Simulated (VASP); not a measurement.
Write the native input for VASP 6.6.1 that does the following.

* Task: single point
* Functional: r2SCAN
* Potentials or basis: VASP PAW PBE potentials, release 64 (Mo_sv, S)
* Cutoff: 520 eV
* k mesh: 12 × 12 × 1
* Occupations: gaussian, width 0.05 eV
* Spin: no spin polarisation
* Dipole correction: no
* Further INCAR settings: ALGO = Normal; EDIFF = 1e-06; NBANDS = 49

System: MoS2, a slab with vacuum.

```
CELL_PARAMETERS angstrom
3.18427 0.00000 0.00000
-1.59214 2.75766 -0.04136
0.00000 -0.42628 28.41881
ATOMIC_POSITIONS crystal
Mo 0.66667 0.33333 0.00000
Mo 0.33333 0.66667 0.77144
Mo 0.33333 0.66667 0.22856
S 0.33333 0.66667 0.05464
S 0.66667 0.33333 0.82608
S 0.66667 0.33333 0.28318
S 0.33333 0.66667 0.94536
S 0.66667 0.33333 0.71682
S 0.66667 0.33333 0.17392
```

This cell differs from its parent crystal: strain -0.0300 x Voigt [0, 0, 0, 1, 0, 0].

One way to write it, as run:

POSCAR

```
MoS2
1.0
    3.1842713585      0.0000000000      0.0000000000
   -1.5921356792      2.7576598890     -0.0413648983
    0.0000000000     -0.4262822108     28.4188140530
Mo S
3 6
Direct
    0.6666666667      0.3333333333      0.0000000000
    0.3333333333      0.6666666667      0.7714360451
    0.3333333333      0.6666666667      0.2285639549
    0.3333333333      0.6666666667      0.0546374042
    0.6666666667      0.3333333333      0.8260779181
    0.6666666667      0.3333333333      0.2831796040
    0.3333333333      0.6666666667      0.9453625958
    0.6666666667      0.3333333333      0.7168203960
    0.6666666667      0.3333333333      0.1739220819
```

INCAR.step1

```
PREC     = Accurate       # precision mode
ENCUT    = 520            # plane-wave cutoff, eV
ISMEAR   = 0              # smearing method
SIGMA    = 0.05           # smearing width, eV
LREAL    = False          # projectors in reciprocal space
LASPH    = True           # aspherical terms in the spheres
NELM     = 100            # most SCF steps
NBANDS   = 49             # bands
GGA      = PE             # functional
ALGO     = Normal         # electronic algorithm
EDIFF    = 1E-4           # SCF threshold, eV
LWAVE    = True           # write WAVECAR
LCHARG   = False          # write CHGCAR
```

INCAR.step2

```
PREC     = Accurate       # precision mode
ENCUT    = 520            # plane-wave cutoff, eV
EDIFF    = 1E-6           # SCF threshold, eV
ISMEAR   = 0              # smearing method
SIGMA    = 0.05           # smearing width, eV
LREAL    = False          # projectors in reciprocal space
LASPH    = True           # aspherical terms in the spheres
NELM     = 100            # most SCF steps
ALGO     = Normal         # electronic algorithm
ISIF     = 2              # what is computed and relaxed
LWAVE    = False          # write WAVECAR
LCHARG   = False          # write CHGCAR
METAGGA  = R2SCAN         # meta-GGA
LMIXTAU  = True         
NBANDS   = 49             # bands
ISTART   = 1
```

KPOINTS

```
regular mesh
0
Gamma
  12 12 1
```

Potentials or basis: VASP PAW PBE potentials, release 64 (Mo_sv, S).

The run is started by

```console
$ cat potpaw_PBE.64/Mo_sv/POTCAR potpaw_PBE.64/S/POTCAR > POTCAR
$ cp INCAR.step1 INCAR
$ mpirun -np 1 vasp_std > vasp.out
$ cp INCAR.step2 INCAR
$ mpirun -np 1 vasp_std > vasp.out
```

Results of the run:

```json
{"Largest force": "0.459 eV/Å", "Band gap on the k mesh": "1.27 eV (least direct gap 1.74 eV)"}
```

Caveat: the cell differs from its parent crystal (strain -0.0300 x Voigt [0, 0, 0, 1, 0, 0]); there is no dipole correction, which matters where the two faces differ; the PAW data sets were made with another functional, which shifts forces and pressure a little.

It took 43 min on 1 thread of Oxide Virtual Turin-like Processor (shared host), peak memory 0.6 GiB.
